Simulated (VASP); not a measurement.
MgS: single point with PBEsol

MgS:

```
CELL_PARAMETERS angstrom
4.08922 0.00000 0.00000
-2.04461 3.54137 0.00000
0.00000 0.00000 6.35746
ATOMIC_POSITIONS crystal
Mg 0.66667 0.33333 0.49626
Mg 0.33333 0.66667 0.99626
S 0.33333 0.66667 0.37874
S 0.66667 0.33333 0.87874
```

This cell differs from its parent crystal: biaxial strain in the a-b plane: +1.5 %.

```json
{
  "Program": "VASP 6.6.1",
  "Task": "single point",
  "Functional": "PBEsol",
  "Potentials or basis": "VASP PAW PBE potentials, release 64 (Mg, S)",
  "Cutoff": "520 eV",
  "k mesh": "6 × 6 × 4",
  "Occupations": "gaussian, width 0.02 eV",
  "Spin": "no spin polarisation"
}
```

| Quantity | Value |
| --- | --- |
| Pressure | -1.2 GPa |
| Largest force | 0.170 eV/Å |
| Band gap on the k mesh | 3.17 eV, direct |

Forces in eV/Å, atoms in the order of the input:
```
Mg   0.000  0.000 -0.170
Mg   0.000  0.000 -0.170
S    0.000  0.000  0.170
S    0.000  0.000  0.170
```

Stress tensor (GPa, compression positive):
```
-2.01  0.00  0.00
 0.00 -2.01  0.00
 0.00  0.00  0.33
```

Levels at points of the mesh, in eV from the valence-band top:
```
           k point  band 6  band 7  band 8  band 9  band 10  band 11
(0.00, 0.00, 0.00)   -0.20   -0.20    0.00    3.17     4.36     7.23
(0.50, 0.00, 0.00)   -1.33   -0.99   -0.48    4.48     5.08     5.64
(0.00, 0.00, 0.50)   -0.44   -0.44   -0.44    4.63     4.63     7.37
(0.50, 0.00, 0.50)   -0.95   -0.80   -0.80    4.47     4.47     6.19
```

It took 61 s on 1 thread of Intel Xeon 8259CL (shared host), peak memory 0.2 GiB.

Caveat: the cell differs from its parent crystal (biaxial strain in the a-b plane: +1.5 %); the PAW data sets were made with another functional, which shifts forces and pressure a little.
